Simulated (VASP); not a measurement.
# Sb (Pm-3m) in VASP: notebook, part 2 of 2

VASP 6.6.1. The steps go on from the part before.

### Step 4. Single point, RPBE (volume scaled by 1.04)

File INCAR:

```
PREC = Accurate
ENCUT = 500
EDIFF = 1E-6
ISMEAR = 0
SIGMA = 0.05
LREAL = F
LASPH = T
NELM = 120
ALGO = Normal
ISIF = 2
LWAVE = F
LCHARG = T
GGA = RP
LELF = T
LVHAR = T
NBANDS = 8
GGA_COMPAT = F
```

File KPOINTS:

```
Automatic mesh
0
Gamma
  8 8 8
```

File POSCAR:

```
Sb
1.0
    3.1384598873      0.0000000000      0.0000000000
    0.0000000000      3.1384598873      0.0000000000
    0.0000000000      0.0000000000      3.1384598873
Sb
1
Direct
    0.0000000000      0.0000000000      0.0000000000
```

Potentials or basis: VASP PAW PBE potentials, release 64 (Sb).

Started as:

```console
cat potpaw_PBE.64/Sb/POTCAR > POTCAR
mpirun -np 1 vasp_std > vasp.out
```

OUTCAR:

```text
PREC = Accurate
   ENCUT = 500
   EDIFF = 1E-6
   ISMEAR = 0
   LREAL = F
   LASPH = T
   NELM = 120
   ISIF = 2
   GGA = RP

 ion  position               nearest neighbor table
   1  0.000  0.000  0.000-

  LATTYP: Found a simple cubic cell.
 ALAT       =     3.1384598873

  Lattice vectors:

 A1 = (   3.1384598873,   0.0000000000,   0.0000000000)
 A2 = (   0.0000000000,   3.1384598873,   0.0000000000)
 A3 = (   0.0000000000,   0.0000000000,   3.1384598873)

Analysis of symmetry for initial positions (statically):
[... 434 lines left out ...]
      1      -0.9827      2.00000
      2       3.2001      2.00000
      3       4.7504      2.00000
      4      10.1799      0.00000
      5      11.5518      0.00000
      6      16.4268      0.00000
      7      17.7415      0.00000
      8      20.5261      0.00000

 [... further k-points ...]
[... 5 lines left out ...]
  --------------------------------------------------------------------------------------
  -------------------------------------------------------------------------------------
  Total       -0.0162911     -0.0162911     -0.0162911     -0.0000000      0.0000000     -0.0000000
  in kB       -0.8443293     -0.8443293     -0.8443293     -0.0000000      0.0000000     -0.0000000
  external PRESSURE =      -0.8443293 kB  Pullay stress =       0.0000000 kB

 VOLUME and BASIS-vectors are now :
 -----------------------------------------------------------------------------
  energy-cutoff  :      500.00
  volume of cell :       30.91
      direct lattice vectors                 reciprocal lattice vectors
     3.138459887  0.000000000  0.000000000     0.318627619  0.000000000  0.000000000
     0.000000000  3.138459887  0.000000000     0.000000000  0.318627619  0.000000000
     0.000000000  0.000000000  3.138459887     0.000000000  0.000000000  0.318627619

 POSITION                                       TOTAL-FORCE (eV/Angst)
 -----------------------------------------------------------------------------------
      0.00000      0.00000      0.00000         0.000000      0.000000      0.000000
 -----------------------------------------------------------------------------------
    total drift:                               -0.000000      0.000000      0.000000

  FREE ENERGIE OF THE ION-ELECTRON SYSTEM (eV)
  ---------------------------------------------------
  free  energy   TOTEN  =        -3.7031126491 eV

  energy  without entropy=       -3.7004824478  energy(sigma->0) =       -3.70179755
```

OSZICAR:

```text
N       E                     dE             d eps       ncg     rms          rms(c)
DAV:   1     0.492022717488E+01    0.49202E+01   -0.15422E+03   560   0.381E+02
DAV:   2    -0.359782750052E+01   -0.85181E+01   -0.82940E+01   808   0.510E+01
DAV:   3    -0.369485378180E+01   -0.97026E-01   -0.97026E-01   656   0.609E+00
DAV:   4    -0.369524370011E+01   -0.38992E-03   -0.38992E-03   832   0.470E-01
DAV:   5    -0.369524555759E+01   -0.18575E-05   -0.18577E-05   712   0.210E-02    0.189E+00
DAV:   6    -0.369971811875E+01   -0.44726E-02   -0.16447E-03   728   0.251E-01    0.112E+00
DAV:   7    -0.370298523971E+01   -0.32671E-02   -0.42091E-03   600   0.391E-01    0.822E-02
DAV:   8    -0.370310246025E+01   -0.11722E-03   -0.18074E-04   712   0.905E-02    0.721E-03
DAV:   9    -0.370311067360E+01   -0.82133E-05   -0.84616E-06   768   0.172E-02    0.269E-03
DAV:  10    -0.370311281473E+01   -0.21411E-05   -0.32836E-06   680   0.999E-03    0.134E-03
DAV:  11    -0.370311264914E+01    0.16559E-06   -0.45618E-08   440   0.148E-03
   1 F= -.37031126E+01 E0= -.37017975E+01  d E =-.263020E-02
```

stdout:

```text
POSCAR found type information on POSCAR Sb
 POSCAR found :  1 types and       1 ions
 scaLAPACK will be used
 -----------------------------------------------------------------------------
|                                                                             |
|                                                                             |
|     You enforced a specific xc type in the INCAR file but a different       |
|     I HOPE YOU KNOW WHAT YOU ARE DOING!                                     |
|                                                                             |
 -----------------------------------------------------------------------------

 LDA part: xc-table for (Slater+PW92), standard interpolation
 POSCAR, INCAR and KPOINTS ok, starting setup
 FFT: planning ... GRIDC
 FFT: planning ... GRID_SOFT
 FFT: planning ... GRID
 WAVECAR not read
 entering main loop
```

Run time: 11 s. Hardware: 1 thread of Intel Xeon 8259CL, shared host; peak memory 0.13 GiB.

What came out:

```
Free energy : -3.7031 eV
Pressure    : -0.1 GPa
```

Levels at points of the mesh, in eV from the Fermi level:
| k point | band 1 | band 2 | band 3 | band 4 | band 5 | band 6 | band 7 |
| --- | --- | --- | --- | --- | --- | --- | --- |
| (0.00, 0.00, 0.00) | -12.05 | 3.24 | 3.24 | 3.24 | 6.90 | 6.90 | 8.18 |
| (0.50, 0.00, 0.00) | -9.76 | -5.28 | 5.14 | 5.14 | 8.90 | 10.60 | 11.34 |
| (0.50, 0.50, 0.00) | -7.33 | -3.33 | -3.33 | 2.38 | 7.06 | 12.57 | 13.19 |
| (0.50, 0.50, 0.50) | -4.63 | -1.50 | -1.50 | -1.50 | 4.92 | 4.92 | 4.92 |

Caveat: the PAW data sets were made with another functional, which shifts forces and pressure a little; spin-orbit coupling is left out, which moves the levels of the heavy elements.

### Step 5. Single point, PBEsol (volume scaled by 0.96)

File INCAR:

```
SYSTEM = Sb
ALGO     = Normal         ! electronic algorithm
EDIFF    = 1E-6           ! SCF threshold, eV
ENCUT    = 500            ! plane-wave cutoff, eV
GGA      = PS             ! functional
GGA_COMPAT= .FALSE.      
ISIF     = 2              ! what is computed and relaxed
ISMEAR   = -1             ! smearing method
LASPH    = .TRUE.         ! aspherical terms in the spheres
LCHARG   = .TRUE.         ! write CHGCAR
LELF     = .TRUE.         ! ELF
LREAL    = .FALSE.        ! projectors in reciprocal space
LVHAR    = .TRUE.       
LWAVE    = .FALSE.        ! write WAVECAR
NBANDS   = 8              ! bands
NELM     = 120            ! most SCF steps
PREC     = Accurate       ! precision mode
SIGMA    = 0.05           ! smearing width, eV
```

File KPOINTS:

```
k-points
0
G
  9 9 9
  0 0 0
```

File POSCAR:

```
Sb
1.0
    3.0544662978      0.0000000000      0.0000000000
    0.0000000000      3.0544662978      0.0000000000
    0.0000000000      0.0000000000      3.0544662978
Sb
1
Direct
    0.0000000000      0.0000000000      0.0000000000
```

Started as:

```console
cat potpaw_PBE.64/Sb/POTCAR > POTCAR
mpirun -np 1 vasp_std > vasp.out
```

It took 8.4 s on 1 thread of Intel Xeon 8259CL, shared host; peak memory 0.14 GiB.

Results (log left out):

```yaml
Free_energy: -4.5383 eV
Pressure: 0.1 GPa
```

Levels at points of the mesh, in eV from the Fermi level:
| k point | band 1 | band 2 | band 3 | band 4 | band 5 |
| --- | --- | --- | --- | --- | --- |
| (0.00, 0.00, 0.00) | -12.91 | 3.23 | 3.23 | 3.23 | 6.85 |

Caveat: the PAW data sets were made with another functional, which shifts forces and pressure a little; spin-orbit coupling is left out, which moves the levels of the heavy elements.

### Step 6. Single point, PBE

File INCAR:

```
PREC = Accurate
ENCUT = 500
EDIFF = 1E-6
ISMEAR = 0
SIGMA = 0.05
LREAL = F
LASPH = T
NELM = 120
ALGO = Normal
ISIF = 2
LWAVE = F
LCHARG = T
GGA = PE
LELF = T
LVHAR = T
NBANDS = 8
GGA_COMPAT = F
```

File KPOINTS:

```
Automatic mesh
0
Gamma
  8 8 8
```

File POSCAR:

```
Sb
1.0
    3.1600000000      0.0000000000      0.0000000000
    0.0000000000      3.1600000000      0.0000000000
    0.0000000000      0.0000000000      3.1600000000
Sb
1
Direct
    0.0000000000      0.0000000000      0.0000000000
```

Potentials or basis: VASP PAW PBE potentials, release 64 (Sb).

Started as:

```console
cat potpaw_PBE.64/Sb/POTCAR > POTCAR
mpirun -np 1 vasp_std > vasp.out
```

OUTCAR:

```text
PREC = Accurate
   ENCUT = 500
   EDIFF = 1E-6
   ISMEAR = 0
   LREAL = F
   LASPH = T
   NELM = 120
   ISIF = 2
   GGA = PE

 ion  position               nearest neighbor table
   1  0.000  0.000  0.000-

  LATTYP: Found a simple cubic cell.
 ALAT       =     3.1600000000

  Lattice vectors:

 A1 = (   3.1600000000,   0.0000000000,   0.0000000000)
 A2 = (   0.0000000000,   3.1600000000,   0.0000000000)
 A3 = (   0.0000000000,   0.0000000000,   3.1600000000)

Analysis of symmetry for initial positions (statically):
=====================================================================
 Subroutine PRICEL returns:
 Original cell was already a primitive cell.

 Routine SETGRP: Setting up the symmetry group for a
 simple cubic supercell.

 Subroutine GETGRP returns: Found 48 space group operations
 (whereof 48 operations were pure point group operations)
 out of a pool of 48 trial point group operations.

The static configuration has the point symmetry O_h .

Analysis of symmetry for dynamics (positions and initial velocities):
=====================================================================
 Subroutine PRICEL returns:
 Original cell was already a primitive cell.

 Routine SETGRP: Setting up the symmetry group for a
 simple cubic supercell.

 Subroutine GETGRP returns: Found 48 space group operations
 (whereof 48 operations were pure point group operations)
 out of a pool of 48 trial point group operations.

The dynamic configuration has the point symmetry O_h .

 Subroutine INISYM returns: Found 48 space group operations
 (whereof 48 operations are pure point group operations),
 and found     1 'primitive' translations

----------------------------------------------------------------------------------------

                                     Primitive cell

  volume of cell :      31.5545

  direct lattice vectors                    reciprocal lattice vectors
     3.160000000  0.000000000  0.000000000     0.316455696  0.000000000  0.000000000
     0.000000000  3.160000000  0.000000000     0.000000000  0.316455696  0.000000000
     0.000000000  0.000000000  3.160000000     0.000000000  0.000000000  0.316455696

  length of vectors
     3.160000000  3.160000000  3.160000000     0.316455696  0.316455696  0.316455696

  position of ions in fractional coordinates (direct lattice)
     0.000000000  0.000000000  0.000000000

  ion indices of the primitive-cell ions
   primitive index   ion index
                 1           1

----------------------------------------------------------------------------------------

 KPOINTS: Automatic mesh

Automatic generation of k-mesh.
 Grid dimensions read from file:
 generate k-points for:    8    8    8

 Generating k-lattice:

  Cartesian coordinates                     Fractional coordinates (reciprocal lattice)
     0.039556962  0.000000000  0.000000000     0.125000000  0.000000000  0.000000000
     0.000000000  0.039556962  0.000000000     0.000000000  0.125000000  0.000000000
     0.000000000  0.000000000  0.039556962     0.000000000  0.000000000  0.125000000

  Length of vectors
     0.039556962  0.039556962  0.039556962

  Shift w.r.t. Gamma in fractional coordinates (k-lattice)
     0.000000000  0.000000000  0.000000000

 Subroutine IBZKPT returns following result:
 ===========================================

 Found     35 irreducible k-points:

 Following reciprocal coordinates:
            Coordinates               Weight
  0.000000  0.000000  0.000000      1.000000
  0.125000  0.000000  0.000000      6.000000
  0.250000  0.000000  0.000000      6.000000
  0.375000  0.000000  0.000000      6.000000
  0.500000  0.000000  0.000000      3.000000
  0.125000  0.125000  0.000000     12.000000
[... 16 lines left out ...]
  0.375000  0.375000  0.125000     24.000000
  0.500000  0.375000  0.125000     24.000000
 [... further k-points ...]
   k-points           NKPTS =     35   k-points in BZ     NKDIM =     35   number of bands    NBANDS=      8
   number of dos      NEDOS =    301   number of ions     NIONS =      1
   total plane-waves  NPLWV =  13824
   dimension x,y,z NGX =    24 NGY =   24 NGZ =   24
   dimension x,y,z NGXF=    48 NGYF=   48 NGZF=   48
   ions per type =               1
   NGX,Y,Z   is equivalent  to a cutoff of  12.63, 12.63, 12.63 a.u.
   NGXF,Y,Z  is equivalent  to a cutoff of  25.25, 25.25, 25.25 a.u.
 SYSTEM =  unknown system
   PREC   = accura    normal or accurate (medium, high low for compatibility)
   ISTART =      0    job   : 0-new  1-cont  2-samecut
   ICHARG =      2    charge: 1-file 2-atom 10-const
   ISPIN  =      1    spin polarized calculation?
   LNONCOLLINEAR =      F non collinear calculations
   LSORBIT =      F    spin-orbit coupling
   LASPH  =      T    aspherical Exc in radial PAW
   ENCUT  =  500.0 eV  36.75 Ry    6.06 a.u.   5.76  5.76  5.76*2*pi/ulx,y,z
   NELM   =    120;   NELMIN=  2; NELMDL= -5     # of ELM steps
   EDIFF  = 0.1E-05   stopping-criterion for ELM
   LREAL  =      F    real-space projection
   EDIFFG = 0.1E-04   stopping-criterion for IOM
   NSW    =      0    number of steps for IOM
   IBRION =     -1    ionic relax: 0-MD 1-quasi-New 2-CG
   NFREE  =      0    steps in history (QN), initial steepest desc. (CG)
   ISIF   =      2    stress and relaxation
   ISYM   =      2    0-nonsym 1-usesym 2-fastsym
   POTIM  = 0.5000    time-step for ionic-motion
   TEBEG  =    0.0;   TEEND  =   0.0 temperature during run
   PSTRESS=    0.0 pullay stress
   NELECT =       5.0000    total number of electrons
   NUPDOWN=      -1.0000    fix difference up-down
   EMIN   =  10.00;   EMAX   =-10.00  energy-range for DOS
   EFERMI =   0.00;   METHOD = LEGACY
   ISMEAR =     0;   SIGMA  =   0.05  broadening in eV -4-tet -1-fermi 0-gaus
   EFERMI_NEDOS =   21; number of points for ismear=-14 and -15
   IALGO  =     38    algorithm
   IMIX   =      4    mixing-type and parameters
     AMIX     =   0.40;   BMIX     =  1.00
     AMIX_MAG =   1.60;   BMIX_MAG =  1.00
  volume/ion in A,a.u.               =      31.55       212.94
  Fermi-wavevector in a.u.,A,eV,Ry     =   0.885886  1.674081 10.677766  0.784794
  Thomas-Fermi vector in A             =   2.006979
   LORBIT       =      0    0 simple, 1 ext, 2 COOP (PROOUT), +10 PAW based schemes
   GGA     = PE    functional components
   LHFCALC =     F    Hartree Fock is set to
   AEXX    =    0.0000 exact exchange contribution
   IVDW    =     0    specifies the selected vdW correction
   LEPSILON=     F    determine dielectric tensor
   LRPA    =     F    only Hartree local field effects (RPA)
 non-spin polarized calculation
 Gauss-broadening in eV      SIGMA  =   0.05
  energy-cutoff  :      500.00
  volume of cell :       31.55
 maximum number of plane-waves:       840
 NGX is ok and might be reduce to    24
   NGX = 11   NGY = 11   NGZ = 11

 number of electron       5.0000001 magnetization

 Free energy of the ion-electron system (eV)
  ---------------------------------------------------
  ext. energy  EPLUGINS =         0.00000000
  ---------------------------------------------------
  free energy    TOTEN  =        -4.06522483 eV

  energy without entropy =       -4.06259463  energy(sigma->0) =       -4.06390973

 E-fermi :   6.3882     XC(G=0):  -9.3891

 val. band max:        6.3844807688   @ k =   0.3750   0.2500   0.1250
 cond. band min:       6.6204134800   @ k =   0.2500   0.2500   0.2500
 fundamental gap:      0.2359327113
 Fermi energy:         6.3881801204

 k-point     1 :       0.0000    0.0000    0.0000
  band No.  band energies     occupation
      1      -5.5255      2.00000
      2       9.5669      0.00000
      3       9.5669      0.00000
      4       9.5669      0.00000
      5      13.3114      0.00000
      6      13.3114      0.00000
      7      14.3652      0.00000
      8      23.7582      0.00000

 k-point     2 :       0.1250    0.0000    0.0000
  band No.  band energies     occupation
      1      -5.3134      2.00000
      2       7.4870      0.00000
      3       9.7711      0.00000
      4       9.7711      0.00000
      5      13.4855      0.00000
      6      14.1041      0.00000
      7      16.1471      0.00000
      8      22.1886      0.00000
[... 221 lines left out ...]
 k-point    23 :       0.3750    0.3750    0.1250
  band No.  band energies     occupation
      1      -1.9011      2.00000
      2       3.8794      2.00000
      3       4.1568      2.00000
      4      10.5218      0.00000
      5      10.8265      0.00000
      6      16.6461      0.00000
      7      16.9996      0.00000
      8      19.4910      0.00000

 k-point    24 :       0.5000    0.3750    0.1250
  band No.  band energies     occupation
      1      -1.3386      2.00000
      2       2.9472      2.00000
      3       4.4427      2.00000
      4       9.8677      0.00000
      5      11.0566      0.00000
      6      16.0531      0.00000
      7      17.3341      0.00000
      8      20.0486      0.00000

 [... further k-points ...]
[... 5 lines left out ...]
  --------------------------------------------------------------------------------------
  -------------------------------------------------------------------------------------
  Total       -0.4517019     -0.4517019     -0.4517019     -0.0000000     -0.0000000      0.0000000
  in kB      -22.9351323    -22.9351323    -22.9351323     -0.0000000     -0.0000000      0.0000000
  external PRESSURE =     -22.9351323 kB  Pullay stress =       0.0000000 kB

 VOLUME and BASIS-vectors are now :
 -----------------------------------------------------------------------------
  energy-cutoff  :      500.00
  volume of cell :       31.55
      direct lattice vectors                 reciprocal lattice vectors
     3.160000000  0.000000000  0.000000000     0.316455696  0.000000000  0.000000000
     0.000000000  3.160000000  0.000000000     0.000000000  0.316455696  0.000000000
     0.000000000  0.000000000  3.160000000     0.000000000  0.000000000  0.316455696

 POSITION                                       TOTAL-FORCE (eV/Angst)
 -----------------------------------------------------------------------------------
      0.00000      0.00000      0.00000         0.000000      0.000000      0.000000
 -----------------------------------------------------------------------------------
    total drift:                               -0.000000      0.000000      0.000000

  FREE ENERGIE OF THE ION-ELECTRON SYSTEM (eV)
  ---------------------------------------------------
  free  energy   TOTEN  =        -4.0652248318 eV

  energy  without entropy=       -4.0625946304  energy(sigma->0) =       -4.06390973
```

Wall time 10 s (1 thread of Intel Xeon 8259CL, shared host); peak memory 0.14 GiB.

Results:

```yaml
Free_energy: -4.0652 eV
Pressure: -2.3 GPa
```

Caveat: spin-orbit coupling is left out, which moves the levels of the heavy elements.

### Step 7. Overview

```csv
level,cell,k mesh,smearing,gap on the mesh (eV),pressure (GPa)
PBE,"a = 3.160 Å, 1 atom",8 × 8 × 8,gaussian 0.023 eV,none,-2.3
PBE,"a = 3.160 Å, 1 atom",8 × 8 × 8,gaussian 0.024 eV,none,-2.3
RPBE,"a = 3.138 Å, 1 atom",8 × 8 × 8,gaussian 0.05 eV,none,-0.1
PBEsol,"a = 3.054 Å, 1 atom",9 × 9 × 9,fermi-dirac 0.05 eV,none,0.1
PBE,"a = 3.160 Å, 1 atom",8 × 8 × 8,gaussian 0.05 eV,none,-2.3
```

Alike in all rows: task single point; potentials or basis VASP PAW PBE potentials, release 64 (Sb); no spin polarisation; cutoff (eV) 500.

Every run on the cell as given and a fine mesh finds a metal.

Caveats: spin-orbit coupling is left out, which moves the levels of the heavy elements; the PAW data sets were made with another functional, which shifts forces and pressure a little (some runs).

Total energies depend on the potentials used, so only differences within one code and one set of settings carry meaning.
